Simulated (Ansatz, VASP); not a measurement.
# HgTe: VASP beside Ansatz

The input INCAR:

```
  ALGO = Normal
  EDIFF = 1E-7
  ENCUT = 520
  GGA = PS
  ISIF = 2
  ISMEAR = -1
  LASPH = True
  LCHARG = False
  LREAL = False
  LWAVE = False
  NBANDS = 16
  NELM = 60
  PREC = Accurate
  SIGMA = 0.08
```

Contents of KPOINTS:

```
k-points
0
Gamma
  12 12 12
```

File POSCAR:

```
HgTe
1.0
   -0.0584300000      2.8922850000      2.8922850000
    2.8922850000     -0.0584300000      2.8922850000
    2.8922850000      2.8922850000     -0.0584300000
Hg Te
1 1
Direct
    0.0000000000      0.0000000000      0.0000000000
    0.5000000000      0.5000000000      0.5000000000
```

Input for Ansatz:

```yaml
crystal:
  lattice:
    - [-0.05843, 2.892285, 2.892285]
    - [2.892285, -0.05843, 2.892285]
    - [2.892285, 2.892285, -0.05843]
  atoms:
    - { symbol: Hg, position: [0.0, 0.0, 0.0] }
    - { symbol: Te, position: [0.5, 0.5, 0.5] }
kpoints:
  mp_grid: { grid: [12, 12, 12] }
  band_path:
    path:
      - [0.0, 0.0, 0.0]
      - [0.5, 0.5, 0.5]
      - [0.2551801333, 0.5, 0.7448198667]
      - [-0.2551801333, 0.2551801333, 0.5]
      - [0.0, 0.0, 0.5]
      - [0.0, 0.0, 0.0]
      - [-0.3775900666, 0.0, 0.3775900666]
      - [0.0, 0.3775900666, 0.6224099334]
      - [0.0, 0.5, 0.5]
    npoints: 5
scf:
  occupations: { method: fermi_dirac, width: 0.08 }
hamiltonian:
  xc: pbesol
  pseudopotentials: { kind: all_electron, lapw: { basis_error: 0.001 } }
output:
  forces: true
  stress: true
  eigenvalues: true
```

Change from the starting cell: equal xy, yz and zx shear strains of -2 %.

Alike in both runs: task single point; functional PBEsol; k mesh 12 × 12 × 12; occupations fermi-dirac, width 0.08 eV; no spin polarisation.

|  | VASP | Ansatz |
| --- | --- | --- |
| version | VASP 6.6.1 | Ansatz 0.2.0 |
| potentials or method | VASP PAW PBE potentials, release 64 (Hg, Te), cutoff 520 eV | all-electron LAPW, scalar-relativistic |

Ansatz gave:

```
pressure (GPa)                                                : 6.1
traceless stress, the component that is largest in VASP (GPa) : 0.29
```

Q: What did VASP give for the same quantities?

A: Pressure (GPa): 6.4; traceless stress, the component that is largest in VASP (GPa): 0.28.

VASP's potentials were made for PBE, not for PBEsol. Ansatz ran all-electron here, and VASP with PAW potentials.

Spin-orbit coupling is off throughout.
